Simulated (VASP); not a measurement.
# Al2Pt (Fm-3m) in VASP: further runs

Runs on Al2Pt. Level: r2SCAN. Tasks: single point.

All numbers are computed with VASP 6.6.1; they aren't measurements. Logs are shortened: lines on timing, memory, paths and dates and some standing lists are left out, and cuts for length are marked.

### 1 The cell of the first run

Symmetry: Fm-3m, No. 225, cubic system. Conventional cell: a = 5.830 Å, b = 5.830 Å, c = 5.830 Å, α = 90.00°, β = 90.00°, γ = 90.00°. Pt (site symmetry m-3m) has 8 Al at 2.52 Å within 3.3 Å. Al (site symmetry -43m) has 4 Pt at 2.52 Å and 6 Al at 2.92 Å within 3.3 Å.

### 2 Single point, r2SCAN

Contents of POSCAR:

```
Al2Pt
1.0
    0.0000000000      2.9150626719      2.9150626719
    2.9150626719      0.0000000000      2.9150626719
    2.9150626719      2.9150626719      0.0000000000
Pt Al
1 2
Direct
    0.0000000000      0.0000000000      0.0000000000
    0.7500000000      0.7500000000      0.7500000000
    0.2500000000      0.2500000000      0.2500000000
```

Contents of INCAR.step1:

```
PREC     = Accurate       # precision mode
ENCUT    = 520            # plane-wave cutoff, eV
ISMEAR   = -1             # smearing method
SIGMA    = 0.05           # smearing width, eV
LREAL    = False          # projectors in reciprocal space
LASPH    = True           # aspherical terms in the spheres
NELM     = 80             # most SCF steps
NBANDS   = 15             # bands
GGA      = PE             # functional
ALGO     = Normal         # electronic algorithm
EDIFF    = 1E-4           # SCF threshold, eV
LWAVE    = True           # write WAVECAR
LCHARG   = False          # write CHGCAR
```

Contents of INCAR.step2:

```
PREC     = Accurate       # precision mode
ENCUT    = 520            # plane-wave cutoff, eV
EDIFF    = 1E-7           # SCF threshold, eV
ISMEAR   = -1             # smearing method
SIGMA    = 0.05           # smearing width, eV
LREAL    = False          # projectors in reciprocal space
LASPH    = True           # aspherical terms in the spheres
NELM     = 80             # most SCF steps
ALGO     = Normal         # electronic algorithm
ISIF     = 2              # what is computed and relaxed
LWAVE    = False          # write WAVECAR
LCHARG   = False          # write CHGCAR
METAGGA  = R2SCAN         # meta-GGA
LMIXTAU  = True         
NBANDS   = 15             # bands
ISTART   = 1
```

Contents of KPOINTS:

```
regular mesh
0
Gamma
  8 8 8
```

Potentials or basis: VASP PAW PBE potentials, release 64 (Pt, Al).

Launch:

```bash
$ cat potpaw_PBE.64/Pt/POTCAR potpaw_PBE.64/Al/POTCAR > POTCAR
$ cp INCAR.step1 INCAR
$ mpirun -np 1 vasp_std > vasp.out
$ cp INCAR.step2 INCAR
$ mpirun -np 1 vasp_std > vasp.out
```

OUTCAR:

```text
PREC = Accurate
   ENCUT = 520
   EDIFF = 1E-7
   ISMEAR = -1
   LREAL = False
   LASPH = True
   NELM = 80
   ISIF = 2
   METAGGA = R2SCAN
   ISTART = 1

 ion  position               nearest neighbor table
   1  0.000  0.000  0.000-   2 2.52   3 2.52   2 2.52   2 2.52   2 2.52   3 2.52   3 2.52   3 2.52

   2  0.750  0.750  0.750-   1 2.52   1 2.52   1 2.52   1 2.52   3 2.92   3 2.92   3 2.92   3 2.92
                             3 2.92   3 2.92
   3  0.250  0.250  0.250-   1 2.52   1 2.52   1 2.52   1 2.52   2 2.92   2 2.92   2 2.92   2 2.92
                             2 2.92   2 2.92

  LATTYP: Found a face centered cubic cell.
 ALAT       =     5.8301253438

  Lattice vectors:

 A1 = (   0.0000000000,   2.9150626719,   2.9150626719)
 A2 = (   2.9150626719,   0.0000000000,   2.9150626719)
 A3 = (   2.9150626719,   2.9150626719,   0.0000000000)

Analysis of symmetry for initial positions (statically):
=====================================================================
 Subroutine PRICEL returns:
 Original cell was already a primitive cell.

 Routine SETGRP: Setting up the symmetry group for a
 face centered cubic supercell.

 Subroutine GETGRP returns: Found 48 space group operations
 (whereof 48 operations were pure point group operations)
 out of a pool of 48 trial point group operations.

The static configuration has the point symmetry O_h .

Analysis of symmetry for dynamics (positions and initial velocities):
=====================================================================
 Subroutine PRICEL returns:
 Original cell was already a primitive cell.

 Routine SETGRP: Setting up the symmetry group for a
 face centered cubic supercell.

 Subroutine GETGRP returns: Found 48 space group operations
 (whereof 48 operations were pure point group operations)
 out of a pool of 48 trial point group operations.

The dynamic configuration has the point symmetry O_h .

 Subroutine INISYM returns: Found 48 space group operations
 (whereof 48 operations are pure point group operations),
 and found     1 'primitive' translations

----------------------------------------------------------------------------------------

                                     Primitive cell

  volume of cell :      49.5420

  direct lattice vectors                    reciprocal lattice vectors
     0.000000000  2.915062672  2.915062672    -0.171522899  0.171522899  0.171522899
     2.915062672  0.000000000  2.915062672     0.171522899 -0.171522899  0.171522899
     2.915062672  2.915062672  0.000000000     0.171522899  0.171522899 -0.171522899

  length of vectors
     4.122521166  4.122521166  4.122521166     0.297086376  0.297086376  0.297086376

  position of ions in fractional coordinates (direct lattice)
     0.000000000  0.000000000  0.000000000
     0.750000000  0.750000000  0.750000000
     0.250000000  0.250000000  0.250000000

  ion indices of the primitive-cell ions
   primitive index   ion index
                 1           1
                 2           2
                 3           3

----------------------------------------------------------------------------------------

 KPOINTS: regular mesh

Automatic generation of k-mesh.
 Grid dimensions read from file:
 generate k-points for:    8    8    8

 Generating k-lattice:

  Cartesian coordinates                     Fractional coordinates (reciprocal lattice)
    -0.021440362  0.021440362  0.021440362     0.125000000  0.000000000  0.000000000
     0.021440362 -0.021440362  0.021440362     0.000000000  0.125000000  0.000000000
     0.021440362  0.021440362 -0.021440362     0.000000000  0.000000000  0.125000000

  Length of vectors
     0.037135797  0.037135797  0.037135797

  Shift w.r.t. Gamma in fractional coordinates (k-lattice)
     0.000000000  0.000000000  0.000000000

 Subroutine IBZKPT returns following result:
 ===========================================

 Found     29 irreducible k-points:

 Following reciprocal coordinates:
            Coordinates               Weight
  0.000000  0.000000  0.000000      1.000000
  0.125000  0.000000  0.000000      8.000000
  0.250000  0.000000  0.000000      8.000000
  0.375000  0.000000  0.000000      8.000000
  0.500000  0.000000  0.000000      4.000000
  0.125000  0.125000  0.000000      6.000000
[... 16 lines left out ...]
  0.500000  0.250000  0.125000     48.000000
 -0.375000  0.250000  0.125000     24.000000
 [... further k-points ...]
   k-points           NKPTS =     29   k-points in BZ     NKDIM =     29   number of bands    NBANDS=     15
   number of dos      NEDOS =    301   number of ions     NIONS =      3
   total plane-waves  NPLWV =  32768
   dimension x,y,z NGX =    32 NGY =   32 NGZ =   32
   dimension x,y,z NGXF=    64 NGYF=   64 NGZF=   64
   ions per type =               1   2
   NGX,Y,Z   is equivalent  to a cutoff of  12.90, 12.90, 12.90 a.u.
   NGXF,Y,Z  is equivalent  to a cutoff of  25.81, 25.81, 25.81 a.u.
 SYSTEM =  unknown system
   PREC   = accura    normal or accurate (medium, high low for compatibility)
   ISTART =      1    job   : 0-new  1-cont  2-samecut
   ICHARG =      0    charge: 1-file 2-atom 10-const
   ISPIN  =      1    spin polarized calculation?
   LNONCOLLINEAR =      F non collinear calculations
   LSORBIT =      F    spin-orbit coupling
   LASPH  =      T    aspherical Exc in radial PAW
   ENCUT  =  520.0 eV  38.22 Ry    6.18 a.u.   7.67  7.67  7.67*2*pi/ulx,y,z
   NELM   =     80;   NELMIN=  2; NELMDL=  0     # of ELM steps
   EDIFF  = 0.1E-06   stopping-criterion for ELM
   LREAL  =      F    real-space projection
   EDIFFG = 0.1E-05   stopping-criterion for IOM
   NSW    =      0    number of steps for IOM
   IBRION =     -1    ionic relax: 0-MD 1-quasi-New 2-CG
   NFREE  =      0    steps in history (QN), initial steepest desc. (CG)
   ISIF   =      2    stress and relaxation
   ISYM   =      2    0-nonsym 1-usesym 2-fastsym
   POTIM  = 0.5000    time-step for ionic-motion
   TEBEG  =    0.0;   TEEND  =   0.0 temperature during run
   PSTRESS=    0.0 pullay stress
   NELECT =      16.0000    total number of electrons
   NUPDOWN=      -1.0000    fix difference up-down
   EMIN   =  10.00;   EMAX   =-10.00  energy-range for DOS
   EFERMI =   0.00;   METHOD = LEGACY
   ISMEAR =    -1;   SIGMA  =   0.05  broadening in eV -4-tet -1-fermi 0-gaus
   EFERMI_NEDOS =   21; number of points for ismear=-14 and -15
   IALGO  =     38    algorithm
   IMIX   =      4    mixing-type and parameters
     AMIX     =   0.40;   BMIX     =  1.00
     AMIX_MAG =   1.60;   BMIX_MAG =  1.00
  volume/ion in A,a.u.               =      16.51       111.44
  Fermi-wavevector in a.u.,A,eV,Ry     =   1.123200  2.122539 17.164801  1.261577
  Thomas-Fermi vector in A             =   2.259864
   LORBIT       =      0    0 simple, 1 ext, 2 COOP (PROOUT), +10 PAW based schemes
   METAGGA = R2SCAN    functional components
   LHFCALC =     F    Hartree Fock is set to
   AEXX    =    0.0000 exact exchange contribution
   IVDW    =     0    specifies the selected vdW correction
   LEPSILON=     F    determine dielectric tensor
   LRPA    =     F    only Hartree local field effects (RPA)
 non-spin polarized calculation
  energy-cutoff  :      520.00
  volume of cell :       49.54
 maximum number of plane-waves:      1363
   NGX = 15   NGY = 15   NGZ = 15

 number of electron      16.0000000 magnetization

 Free energy of the ion-electron system (eV)
  ---------------------------------------------------
  ext. energy  EPLUGINS =         0.00000000
  ---------------------------------------------------
  free energy    TOTEN  =       -67.86622583 eV

  energy without entropy =      -67.85430262  energy(sigma->0) =      -67.86026422

 E-fermi :   8.2695     XC(G=0): -11.6544

 val. band max:        8.2146385649   @ k =   0.3750   0.2500   0.0000
 cond. band min:       8.2967866632   @ k =  -0.3750   0.1250   0.0000
 fundamental gap:      0.0821480983
 Fermi energy:         8.2695071519

 k-point     1 :       0.0000    0.0000    0.0000
  band No.  band energies     occupation
      1      -2.7624      2.00000
      2       2.7346      2.00000
      3       2.7346      2.00000
      4       2.7346      2.00000
      5       4.1993      2.00000
      6       4.1993      2.00000
      7      12.2907      0.00000
      8      12.2907      0.00000
      9      12.2907      0.00000
     10      12.2963      0.00000
     11      14.3160      0.00000
     12      14.3160      0.00000
     13      14.3160      0.00000
     14      15.3460      0.00000
     15      15.3460      0.00000

 k-point     2 :       0.1250    0.0000    0.0000
  band No.  band energies     occupation
      1      -2.5286      2.00000
      2       2.6171      2.00000
      3       2.8125      2.00000
      4       2.8125      2.00000
      5       4.1758      2.00000
      6       4.1758      2.00000
      7      10.1050      0.00000
      8      11.7539      0.00000
      9      11.7539      0.00000
     10      12.5385      0.00000
     11      14.8921      0.00000
     12      14.8921      0.00000
     13      14.9126      0.00000
     14      14.9382      0.00000
     15      14.9382      0.00000

 k-point     3 :       0.2500    0.0000    0.0000
  band No.  band energies     occupation
      1      -1.8568      2.00000
      2       2.3380      2.00000
      3       2.9738      2.00000
      4       2.9738      2.00000
      5       4.1878      2.00000
      6       4.1878      2.00000
      7       7.3619      2.00000
      8      10.7086      0.00000
      9      10.7086      0.00000
     10      12.8947      0.00000
     11      14.3545      0.00000
     12      14.3545      0.00000
     13      14.5207      0.00000
     14      16.2418      0.00000
     15      16.2418      0.00000
[... 343 lines left out ...]
 k-point    23 :       0.5000    0.2500    0.1250
  band No.  band energies     occupation
      1      -0.2796      2.00000
      2       1.9474      2.00000
      3       2.9699      2.00000
      4       3.4394      2.00000
      5       4.0670      2.00000
      6       4.3576      2.00000
      7       5.2598      2.00000
      8       7.3704      2.00000
      9       8.9260      0.00000
     10      12.8308      0.00000
     11      14.0459      0.00000
     12      15.0648      0.00000
     13      16.3314      0.00000
     14      17.0795      0.00000
     15      18.7055      0.00000

 k-point    24 :      -0.3750    0.2500    0.1250
  band No.  band energies     occupation
      1       0.3997      2.00000
      2       1.7910      2.00000
      3       2.9073      2.00000
      4       3.4530      2.00000
      5       3.7592      2.00000
      6       4.4540      2.00000
      7       4.7641      2.00000
      8       7.2684      2.00000
      9       8.4123      0.10885
     10      12.6889      0.00000
     11      14.1248      0.00000
     12      15.7870      0.00000
     13      16.2731      0.00000
     14      17.5013      0.00000
     15      18.3105      0.00000

 [... further k-points ...]
[... 5 lines left out ...]
  --------------------------------------------------------------------------------------
  -------------------------------------------------------------------------------------
  Total        1.7296470      1.7296470      1.7296470      0.0000000      0.0000000      0.0000000
  in kB       55.9363824     55.9363824     55.9363824      0.0000000      0.0000000      0.0000000
  external PRESSURE =      55.9363824 kB  Pullay stress =       0.0000000 kB

 VOLUME and BASIS-vectors are now :
 -----------------------------------------------------------------------------
  energy-cutoff  :      520.00
  volume of cell :       49.54
      direct lattice vectors                 reciprocal lattice vectors
     0.000000000  2.915062672  2.915062672    -0.171522899  0.171522899  0.171522899
     2.915062672  0.000000000  2.915062672     0.171522899 -0.171522899  0.171522899
     2.915062672  2.915062672  0.000000000     0.171522899  0.171522899 -0.171522899

 POSITION                                       TOTAL-FORCE (eV/Angst)
 -----------------------------------------------------------------------------------
      0.00000      0.00000      0.00000         0.000000      0.000000     -0.000000
      4.37259      4.37259      4.37259        -0.000000     -0.000000     -0.000000
      1.45753      1.45753      1.45753         0.000000      0.000000      0.000000
 -----------------------------------------------------------------------------------
    total drift:                                0.000000     -0.000000      0.000000

  FREE ENERGIE OF THE ION-ELECTRON SYSTEM (eV)
  ---------------------------------------------------
  free  energy   TOTEN  =       -67.8662258325 eV

  energy  without entropy=      -67.8543026162  energy(sigma->0) =      -67.86026422
```

It took 1.9 min on 1 thread of Intel Xeon 8259CL, shared host; peak memory 0.19 GiB.

What came out:

* Free energy: -67.8662 eV
* Pressure: 5.6 GPa
* Band gap on the k mesh: zero (band 8 reaches 12.29 eV, above the bottom of band 9 at 6.50 eV)

Caveat: the PAW data sets were made with another functional, which shifts forces and pressure a little; spin-orbit coupling is left out, which moves the levels of the heavy elements.

### 3 Single point, r2SCAN

This run uses another cell than the first one, of 16.86 Å³/atom, 1.021 times its volume.

Contents of POSCAR:

```
Al2Pt
1.0
    0.0000000000      2.9351671877      2.9351671877
    2.9351671877      0.0000000000      2.9351671877
    2.9351671877      2.9351671877      0.0000000000
Pt Al
1 2
Direct
    0.0000000000      0.0000000000      0.0000000000
    0.7500000000      0.7500000000      0.7500000000
    0.2500000000      0.2500000000      0.2500000000
```

Contents of INCAR.step1:

```
ALGO = Normal ; EDIFF = 1E-4
ENCUT = 520 ; GGA = PE
ISMEAR = -1 ; LASPH = True
LCHARG = False ; LREAL = False
LWAVE = True ; NBANDS = 15
NELM = 80 ; PREC = Accurate
SIGMA = 0.05
```

Contents of INCAR.step2:

```
ALGO = Normal ; EDIFF = 1E-6
ENCUT = 520 ; ISIF = 2
ISMEAR = -1 ; ISTART = 1
LASPH = True ; LCHARG = False
LMIXTAU = True ; LREAL = False
LWAVE = False ; METAGGA = R2SCAN
NBANDS = 15 ; NELM = 80
PREC = Accurate ; SIGMA = 0.05
```

Contents of KPOINTS:

```
k-points
0
Gamma
  8 8 8
```

Potentials or basis: VASP PAW PBE potentials, release 64 (Pt, Al).

Launch:

```bash
$ cat potpaw_PBE.64/Pt/POTCAR potpaw_PBE.64/Al/POTCAR > POTCAR
$ cp INCAR.step1 INCAR
$ mpirun -np 1 vasp_std > vasp.out
$ cp INCAR.step2 INCAR
$ mpirun -np 1 vasp_std > vasp.out
```

Wall time 1.8 min (1 thread of Intel Xeon 8259CL, shared host); peak memory 0.19 GiB.

Results (log left out):

| Item | Value |
| --- | --- |
| Free energy | -67.8914 eV |
| Pressure | 2.3 GPa |
| Band gap on the k mesh | zero (band 8 reaches 12.02 eV, above the bottom of band 9 at 6.28 eV) |

Levels at points of the mesh, in eV from the Fermi level:
```csv
k point,band 4,band 5,band 6,band 7,band 8,band 9,band 10,band 11,band 12,band 13
"(0.00, 0.00, 0.00)",-5.41,-3.97,-3.97,3.86,4.01,4.01,4.01,5.92,5.92,5.92
"(0.50, 0.00, 0.00)",-5.07,-3.95,-3.71,-3.71,1.06,1.06,4.39,5.64,5.64,6.17
"(0.50, 0.50, 0.00)",-4.02,-4.02,-3.66,-3.41,-1.73,-1.73,3.72,3.79,8.49,11.88
```

Caveat: the PAW data sets were made with another functional, which shifts forces and pressure a little; spin-orbit coupling is left out, which moves the levels of the heavy elements.
